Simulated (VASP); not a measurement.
Sb:

```xyz
1
Lattice="-1.6419 1.9904 2.1244 1.6419 -1.9904 2.1244 1.6419 1.9904 -2.1244" Properties=species:S:1:pos:R:3 pbc="T T T"
Sb    1.6419    0.0000    0.0000
```

The cell was generated, and may not be a known phase.

```yaml
Program: VASP 6.6.1
Task: relaxation of cell and atoms
Functional: PBE
Potentials_or_basis: VASP PAW PBE potentials, release 64 (Sb)
Cutoff: 600 eV
k_mesh: 22 × 22 × 22
Occupations: gaussian, width 0.1 eV
Spin: no spin polarisation
```

At the start: pressure 0.0 GPa; volume 27.77 Å³/atom.

Question: Where does the relaxation end?

Answer: Over 15 steps the energy falls by 40.4 meV/atom and the volume is 27.16 Å³/atom (-2.2 %); space group Immm (No. 71, to 0.1 Å) before, Im-3m (No. 229, to 0.1 Å).

The path:
```csv
step,energy change (eV),largest force (eV/Å),pressure (GPa),volume (Å³)
1,0.0000,0.0000,0.04,27.77
2,-0.0037,0.0000,-0.13,27.79
3,-0.0110,0.0000,-0.63,27.83
4,-0.0197,0.0000,-1.00,27.76
5,-0.0232,0.0000,-0.54,27.52
6,-0.0269,0.0000,1.07,26.76
7,-0.0297,0.0000,1.07,26.76
8,-0.0303,0.0000,1.09,26.75
9,-0.0332,0.0000,0.32,27.07
10,-0.0344,0.0000,-0.81,27.57
11,-0.0369,0.0000,-0.81,27.54
12,-0.0395,0.0000,-0.65,27.45
13,-0.0397,0.0000,-0.71,27.48
14,-0.0403,0.0000,0.23,27.06
15,-0.0404,0.0000,0.01,27.16
```

Final structure:
```yaml
crystal:
  lattice:
    - [-1.89224, 1.89455, 1.89399]
    - [1.89224, -1.89455, 1.89399]
    - [1.89224, 1.89455, -1.89399]
  atoms:
    - { symbol: Sb, position: [0.00000, 0.50000, 0.50000] }
```
